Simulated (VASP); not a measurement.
CdSe:

```
CELL_PARAMETERS angstrom
0.00000 2.89299 2.89299
2.89299 0.00000 2.89299
2.89299 2.89299 0.00000
ATOMIC_POSITIONS crystal
Cd 0.00000 0.00000 0.00000
Se 0.50000 0.50000 0.50000
```

Base run:

* Program: VASP 6.6.1
* Functional: r2SCAN
* Potentials or basis: VASP PAW PBE potentials, release 64 (Cd, Se)
* Cutoff: 520 eV
* k mesh: 8 × 8 × 8
* Occupations: fermi-dirac, width 0.05 eV
* Spin: no spin polarisation

Its results: pressure -2.9 GPa.

**Question.** The run is repeated on the same cell with these changes: functional from r2SCAN to PBEsol. What comes out?

**Answer.** Pressure -4.5 GPa.

Caveats: the PAW data sets were made with another functional, which shifts forces and pressure a little.
